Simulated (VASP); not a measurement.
# ZrB2 (P6/mmm) in VASP: notebook

The runs below take ZrB2 through electric field gradients, with PBE.

Program: VASP 6.6.1. These are calculated values, not measurements. Logs are shortened: lines on timing, memory, paths and dates and some standing lists are left out, and cuts for length are marked.

### 1 The cell of the first run

It takes space group P6/mmm (No. 191, hexagonal). The conventional cell has a = 3.165 Å, b = 3.165 Å, c = 3.626 Å, α = 90.00°, β = 90.00°, γ = 120.00°. Zr (site symmetry 6/mmm) has 12 B at 2.57 Å and 6 Zr at 3.16 Å within 3.4 Å. Within 2.4 Å of B (site symmetry -6m2) lie 3 B at 1.83 Å.

### 2 Electric field gradients, PBE (zz strain of +3 %)

INCAR

```
SYSTEM = ZrB2
PREC = Accurate
ENCUT = 520
EDIFF = 1E-8
ISMEAR = -1
SIGMA = 0.05
LREAL = .False.
LASPH = .True.
NELM = 80
ALGO = Normal
ISIF = 2
LWAVE = .False.
LCHARG = .False.
GGA = PE
LEFG = .True.
NBANDS = 16
```

KPOINTS

```
regular mesh
0
Gamma
  12 12 9
  0 0 0
```

POSCAR

```
ZrB2
1.0
    3.1649998255      0.0000000000      0.0000000000
   -1.5824999128      2.7409702519      0.0000000000
    0.0000000000      0.0000000000      3.6256000000
Zr B
1 2
Direct
    0.0000000000      0.0000000000      0.0000000000
    0.3333333333      0.6666666667      0.5000000000
    0.6666666667      0.3333333333      0.5000000000
```

Potentials or basis: VASP PAW PBE potentials, release 64 (Zr_sv, B).

Run with:

```sh
$ cat potpaw_PBE.64/Zr_sv/POTCAR potpaw_PBE.64/B/POTCAR > POTCAR
$ mpirun -np 1 vasp_std > vasp.out
```

OUTCAR:

```text
SYSTEM = ZrB2
   PREC = Accurate
   ENCUT = 520
   EDIFF = 1E-8
   ISMEAR = -1
   LREAL = .False.
   LASPH = .True.
   NELM = 80
   ISIF = 2
   GGA = PE

 ion  position               nearest neighbor table
   1  0.000  0.000  0.000-   2 2.57   3 2.57   2 2.57   3 2.57   3 2.57   3 2.57   2 2.57   2 2.57
                             3 2.57   3 2.57   2 2.57   2 2.57
   2  0.333  0.667  0.500-   3 1.83   3 1.83   3 1.83   1 2.57   1 2.57   1 2.57   1 2.57   1 2.57
                             1 2.57
   3  0.667  0.333  0.500-   2 1.83   2 1.83   2 1.83   1 2.57   1 2.57   1 2.57   1 2.57   1 2.57
                             1 2.57

  LATTYP: Found a hexagonal cell.
 ALAT       =     3.1649998255
 C/A-ratio  =     1.1455292891

  Lattice vectors:

 A1 = (   3.1649998255,   0.0000000000,   0.0000000000)
 A2 = (  -1.5824999128,   2.7409702519,   0.0000000000)
 A3 = (   0.0000000000,   0.0000000000,   3.6256000000)

Analysis of symmetry for initial positions (statically):
=====================================================================
 Subroutine PRICEL returns:
 Original cell was already a primitive cell.

 Routine SETGRP: Setting up the symmetry group for a
 hexagonal supercell.

 Subroutine GETGRP returns: Found 24 space group operations
 (whereof 24 operations were pure point group operations)
 out of a pool of 24 trial point group operations.

The static configuration has the point symmetry D_6h.

Analysis of symmetry for dynamics (positions and initial velocities):
=====================================================================
 Subroutine PRICEL returns:
 Original cell was already a primitive cell.

 Routine SETGRP: Setting up the symmetry group for a
 hexagonal supercell.

 Subroutine GETGRP returns: Found 24 space group operations
 (whereof 24 operations were pure point group operations)
 out of a pool of 24 trial point group operations.

The dynamic configuration has the point symmetry D_6h.

 Subroutine INISYM returns: Found 24 space group operations
 (whereof 24 operations are pure point group operations),
 and found     1 'primitive' translations

----------------------------------------------------------------------------------------

                                     Primitive cell

  volume of cell :      31.4527

  direct lattice vectors                    reciprocal lattice vectors
     3.164999825  0.000000000  0.000000000     0.315955784  0.182417157  0.000000000
    -1.582499913  2.740970252  0.000000000     0.000000000  0.364834313  0.000000000
     0.000000000  0.000000000  3.625600000     0.000000000  0.000000000  0.275816417

  length of vectors
     3.164999825  3.164999826  3.625600000     0.364834313  0.364834313  0.275816417

  position of ions in fractional coordinates (direct lattice)
     0.000000000  0.000000000  0.000000000
     0.333333333  0.666666667  0.500000000
     0.666666667  0.333333333  0.500000000

  ion indices of the primitive-cell ions
   primitive index   ion index
                 1           1
                 2           2
                 3           3

----------------------------------------------------------------------------------------

 KPOINTS: regular mesh

Automatic generation of k-mesh.
 Grid dimensions read from file:
 generate k-points for:   12   12    9

 Generating k-lattice:

  Cartesian coordinates                     Fractional coordinates (reciprocal lattice)
     0.026329649  0.015201430  0.000000000     0.083333333  0.000000000  0.000000000
     0.000000000  0.030402859  0.000000000     0.000000000  0.083333333  0.000000000
     0.000000000  0.000000000  0.030646269     0.000000000  0.000000000  0.111111111

  Length of vectors
     0.030402859  0.030402859  0.030646269

  Shift w.r.t. Gamma in fractional coordinates (k-lattice)
     0.000000000  0.000000000  0.000000000

 Subroutine IBZKPT returns following result:
 ===========================================

 Found     95 irreducible k-points:

 Following reciprocal coordinates:
            Coordinates               Weight
  0.000000  0.000000  0.000000      1.000000
  0.083333  0.000000  0.000000      6.000000
  0.166667 -0.000000  0.000000      6.000000
  0.250000  0.000000  0.000000      6.000000
  0.333333 -0.000000  0.000000      6.000000
  0.416667  0.000000  0.000000      6.000000
[... 16 lines left out ...]
  0.250000  0.000000  0.111111     12.000000
  0.333333 -0.000000  0.111111     12.000000
 [... further k-points ...]
   k-points           NKPTS =     95   k-points in BZ     NKDIM =     95   number of bands    NBANDS=     16
   number of dos      NEDOS =    301   number of ions     NIONS =      3
   total plane-waves  NPLWV =  16128
   dimension x,y,z NGX =    24 NGY =   24 NGZ =   28
   dimension x,y,z NGXF=    48 NGYF=   48 NGZF=   56
   ions per type =               1   2
   NGX,Y,Z   is equivalent  to a cutoff of  12.61, 12.61, 12.84 a.u.
   NGXF,Y,Z  is equivalent  to a cutoff of  25.21, 25.21, 25.68 a.u.
 SYSTEM =  ZrB2
   PREC   = accura    normal or accurate (medium, high low for compatibility)
   ISTART =      0    job   : 0-new  1-cont  2-samecut
   ICHARG =      2    charge: 1-file 2-atom 10-const
   ISPIN  =      1    spin polarized calculation?
   LNONCOLLINEAR =      F non collinear calculations
   LSORBIT =      F    spin-orbit coupling
   LASPH  =      T    aspherical Exc in radial PAW
   ENCUT  =  520.0 eV  38.22 Ry    6.18 a.u.   5.88  5.88  6.74*2*pi/ulx,y,z
   NELM   =     80;   NELMIN=  2; NELMDL= -5     # of ELM steps
   EDIFF  = 0.1E-07   stopping-criterion for ELM
   LREAL  =      F    real-space projection
   EDIFFG = 0.1E-06   stopping-criterion for IOM
   NSW    =      0    number of steps for IOM
   IBRION =     -1    ionic relax: 0-MD 1-quasi-New 2-CG
   NFREE  =      0    steps in history (QN), initial steepest desc. (CG)
   ISIF   =      2    stress and relaxation
   ISYM   =      2    0-nonsym 1-usesym 2-fastsym
   POTIM  = 0.5000    time-step for ionic-motion
   TEBEG  =    0.0;   TEEND  =   0.0 temperature during run
   PSTRESS=    0.0 pullay stress
   NELECT =      18.0000    total number of electrons
   NUPDOWN=      -1.0000    fix difference up-down
   EMIN   =  10.00;   EMAX   =-10.00  energy-range for DOS
   EFERMI =   0.00;   METHOD = LEGACY
   ISMEAR =    -1;   SIGMA  =   0.05  broadening in eV -4-tet -1-fermi 0-gaus
   EFERMI_NEDOS =   21; number of points for ismear=-14 and -15
   IALGO  =     38    algorithm
   IMIX   =      4    mixing-type and parameters
     AMIX     =   0.40;   BMIX     =  1.00
     AMIX_MAG =   1.60;   BMIX_MAG =  1.00
  volume/ion in A,a.u.               =      10.48        70.75
  Fermi-wavevector in a.u.,A,eV,Ry     =   1.359189  2.568494 25.135314  1.847393
  Thomas-Fermi vector in A             =   2.485958
   LORBIT       =      0    0 simple, 1 ext, 2 COOP (PROOUT), +10 PAW based schemes
   GGA     = PE    functional components
   LHFCALC =     F    Hartree Fock is set to
   AEXX    =    0.0000 exact exchange contribution
   IVDW    =     0    specifies the selected vdW correction
   LEPSILON=     F    determine dielectric tensor
   LRPA    =     F    only Hartree local field effects (RPA)
 non-spin polarized calculation
  energy-cutoff  :      520.00
  volume of cell :       31.45
 maximum number of plane-waves:       864
 NGX is ok and might be reduce to    24
   NGX = 11   NGY = 11   NGZ = 13

 number of electron      18.0000000 magnetization

 Free energy of the ion-electron system (eV)
  ---------------------------------------------------
  ext. energy  EPLUGINS =         0.00000000
  ---------------------------------------------------
  free energy    TOTEN  =       -24.96274673 eV

  energy without entropy =      -24.96045500  energy(sigma->0) =      -24.96160086

 E-fermi :  10.3397     XC(G=0): -12.3323

 val. band max:       10.3324283961   @ k =   0.1667   0.1667   0.1111
 cond. band min:      10.3825643914   @ k =   0.1667   0.1667   0.2222
 fundamental gap:      0.0501359953
 Fermi energy:        10.3397250764

 k-point     1 :       0.0000    0.0000    0.0000
  band No.  band energies     occupation
      1     -38.4815      2.00000
      2     -16.6703      2.00000
      3     -16.0934      2.00000
      4     -16.0934      2.00000
      5      -2.3814      2.00000
      6       7.6508      2.00000
[... 8 lines left out ...]
     15      15.5293      0.00000
     16      15.5293      0.00000

 k-point     2 :       0.0833    0.0000    0.0000
  band No.  band energies     occupation
      1     -38.4738      2.00000
      2     -16.6590      2.00000
      3     -16.1598      2.00000
      4     -16.1078      2.00000
      5      -2.2449      2.00000
      6       7.4546      2.00000
[... 8 lines left out ...]
     15      15.9626      0.00000
     16      16.3262      0.00000

 k-point     3 :       0.1667   -0.0000    0.0000
  band No.  band energies     occupation
      1     -38.4527      2.00000
      2     -16.6278      2.00000
      3     -16.3376      2.00000
      4     -16.1470      2.00000
      5      -1.8497      2.00000
      6       6.4656      2.00000
[... 8 lines left out ...]
     15      17.0030      0.00000
     16      17.3747      0.00000

 k-point     4 :       0.2500    0.0000    0.0000
  band No.  band energies     occupation
      1     -38.4237      2.00000
      2     -16.5848      2.00000
      3     -16.5722      2.00000
      4     -16.1999      2.00000
      5      -1.2309      2.00000
      6       5.2616      2.00000
[... 8 lines left out ...]
     15      17.2676      0.00000
     16      19.1704      0.00000
[... 324 lines left out ...]
 k-point    22 :       0.1667   -0.0000    0.1111
  band No.  band energies     occupation
      1     -38.4511      2.00000
      2     -16.6610      2.00000
      3     -16.3341      2.00000
      4     -16.1445      2.00000
      5      -1.7066      2.00000
      6       6.3750      2.00000
[... 8 lines left out ...]
     15      17.1449      0.00000
     16      17.7586      0.00000

 k-point    23 :       0.2500    0.0000    0.1111
  band No.  band energies     occupation
      1     -38.4222      2.00000
      2     -16.6177      2.00000
      3     -16.5663      2.00000
      4     -16.1972      2.00000
      5      -1.1161      2.00000
      6       5.1938      2.00000
[... 8 lines left out ...]
     15      17.3558      0.00000
     16      19.2791      0.00000

 k-point    24 :       0.3333   -0.0000    0.1111
  band No.  band energies     occupation
      1     -38.3930      2.00000
      2     -16.7937      2.00000
      3     -16.5704      2.00000
      4     -16.2492      2.00000
      5      -0.3510      2.00000
      6       3.9346      2.00000
[... 8 lines left out ...]
     15      17.7046      0.00000
     16      20.5486      0.00000

 [... further k-points ...]

------------------------ aborting loop because EDIFF is reached ----------------------------------------

  FORCE on cell =-STRESS in cart. coord.  units (eV):
  Direction    XX          YY          ZZ          XY          YZ          ZX
  --------------------------------------------------------------------------------------
  -------------------------------------------------------------------------------------
  Total       -0.2592566     -0.2592566     -1.7892226      0.0000000     -0.0000000     -0.0000000
  in kB      -13.2063409    -13.2063409    -91.1416845      0.0000000     -0.0000000     -0.0000000
  external PRESSURE =     -39.1847888 kB  Pullay stress =       0.0000000 kB

 VOLUME and BASIS-vectors are now :
 -----------------------------------------------------------------------------
  energy-cutoff  :      520.00
  volume of cell :       31.45
      direct lattice vectors                 reciprocal lattice vectors
     3.164999825  0.000000000  0.000000000     0.315955784  0.182417157  0.000000000
    -1.582499913  2.740970252  0.000000000     0.000000000  0.364834313  0.000000000
     0.000000000  0.000000000  3.625600000     0.000000000  0.000000000  0.275816417

 POSITION                                       TOTAL-FORCE (eV/Angst)
 -----------------------------------------------------------------------------------
      0.00000      0.00000      0.00000        -0.000000     -0.000000      0.000000
     -0.00000      1.82731      1.81280        -0.000000     -0.000000      0.000000
      1.58250      0.91366      1.81280         0.000000      0.000000      0.000000
 -----------------------------------------------------------------------------------
    total drift:                               -0.000000      0.000000     -0.000000

  FREE ENERGIE OF THE ION-ELECTRON SYSTEM (eV)
  ---------------------------------------------------
  free  energy   TOTEN  =       -24.9627467284 eV

  energy  without entropy=      -24.9604549998  energy(sigma->0) =      -24.96160086

 Electric field gradients (V/A^2)
---------------------------------------------------------------------
 ion       V_xx      V_yy      V_zz      V_xy      V_xz      V_yz
---------------------------------------------------------------------
   1     -21.731   -21.731    43.462    -0.000    -0.000     0.000
   2      -1.657    -1.657     3.314    -0.000     0.000    -0.000
   3      -1.657    -1.657     3.314    -0.000     0.000     0.000
---------------------------------------------------------------------

 Electric field gradients after diagonalization (V/A^2)
 (convention: |V_zz| > |V_xx| > |V_yy|)
----------------------------------------------------------------------
 ion       V_xx      V_yy      V_zz     asymmetry (V_yy - V_xx)/ V_zz
----------------------------------------------------------------------
   1     -21.731   -21.731    43.462       0.000
   2      -1.657    -1.657     3.314       0.000
   3      -1.657    -1.657     3.314       0.000
----------------------------------------------------------------------

           NMR quadrupolar parameters

 Cq : quadrupolar parameter    Cq=e*Q*V_zz/h
 eta: asymmetry parameters     (V_yy - V_xx)/ V_zz
 Q  : nuclear electric quadrupole moment in mb (millibarn)
----------------------------------------------------------------------
 ion       Cq(MHz)       eta       Q (mb)
----------------------------------------------------------------------
   1       0.105       0.000       1.000
   2       0.008       0.000       1.000
   3       0.008       0.000       1.000
----------------------------------------------------------------------
```

Wall time 82 s (1 thread of Intel Xeon 8259CL, shared host); peak memory 0.17 GiB.

What came out:

| Quantity | Value |
| --- | --- |
| Free energy | -24.9627 eV |
| Pressure | -3.9 GPa |
| Band gap on the k mesh | zero (bands 9 and 10 overlap by 1.23 eV) |
| Largest electric field gradient by atom | Zr +43.5; B +3.3 V/Å² |

Levels at points of the mesh, in eV from the Fermi level:
```csv
k point,band 7,band 8,band 9,band 10,band 11,band 12
"(0.00, 0.00, 0.00)",-2.63,-2.47,-2.47,3.25,3.25,3.78
"(0.50, 0.00, 0.00)",-4.04,-3.04,-2.67,2.05,2.15,4.76
```

Electric field gradients, principal values (V/Å²):
```tsv
atom	least	middle	greatest (by size)
1 Zr	-21.731	-21.731	43.462
2 B	-1.657	-1.657	3.314
3 B	-1.657	-1.657	3.314
```

Caveat: the cell differs from its parent crystal (zz strain of +3 %); the cell stands under tension; without QUAD_EFG the Cq values of the log hold for a quadrupole moment of 1 mb, not for the nuclei.

[end of part 1 of 3]
